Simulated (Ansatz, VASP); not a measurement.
IrRh2: VASP beside Ansatz

```
Ir Rh
1.0
     2.73187    0.00000    0.00000
    -1.36594    2.36587    0.00000
     0.00000    0.00000   13.22352
Ir Rh
2 4
Cartesian
  0.0000 1.5772 3.3059
  1.3659 0.7886 9.9176
  0.0000 1.5772 12.1123
  0.0000 1.5772 7.7230
  1.3659 0.7886 1.1112
  1.3659 0.7886 5.5005
```

Alike in both runs: functional PBE; k mesh 18 × 18 × 4; occupations gaussian, width 0.1 eV; no spin polarisation.

Ansatz relaxed the structure, and its values are those at the end. VASP's run is a single point on that final structure, the one shown.

```csv
,VASP,Ansatz
version,VASP 6.6.1,Ansatz 0.2.0
potentials or method,"VASP PAW PBE potentials, release 64 (Ir, Rh_pv), cutoff 520 eV","scalar-relativistic, plane waves, PAW"
valence electrons in the cell,78,102
```

```tsv
	VASP	Ansatz	Ansatz less VASP
gap on the k mesh at the Fermi level (eV)	none	none	-
pressure (GPa)	0.2	0.0	-0.19
rms of the force components (eV/Å)	0.011	0.000	-0.0108
```

A gap of «none» marks a metal or a gap that the smearing closes. VASP's potentials hold 78 valence electrons a cell and Ansatz's 102, so a difference there can come from the potentials and not from the codes.

Neither program's run includes spin-orbit coupling.
